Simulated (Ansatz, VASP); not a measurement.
# Two plane-wave programs on GeBiO4

```
CELL_PARAMETERS angstrom
4.06419 0.00000 0.00000
0.00000 4.06419 0.00000
0.00000 0.00000 6.35600
ATOMIC_POSITIONS crystal
Ge 0.50000 0.50000 0.50000
Bi 0.00000 0.00000 0.00000
O 0.50000 0.00000 0.00000
O 0.00000 0.50000 0.00000
O 0.00000 0.00000 0.38250
O 0.00000 0.00000 0.61750
```

Change from the starting cell: species swapped into the RbAlF4 type (P4/mmm, No. 123).

Alike in both runs: functional PBE; k mesh 10 × 10 × 6; occupations gaussian, width 0.1 eV; no spin polarisation.

Ansatz relaxed the structure, and its values are those at the end. VASP's run is a single point on that final structure, the one shown.

```csv
,VASP,Ansatz
version,VASP 6.6.1,Ansatz 0.2.0
potentials or method,"VASP PAW PBE potentials, release 64 (Ge_d, Bi_d, O), cutoff 520 eV","scalar-relativistic, plane waves, PAW"
valence electrons in the cell,53,53
```

|  | VASP | Ansatz | Ansatz less VASP |
| --- | --- | --- | --- |
| gap on the k mesh at the Fermi level (eV) | none | none | - |
| pressure (GPa) | 0.2 | 0.0 | -0.21 |
| rms of the force components (eV/Å) | 0.058 | 0.000 | -0.0583 |

A gap of «none» marks a metal or a gap that the smearing closes.

Neither program's run includes spin-orbit coupling.
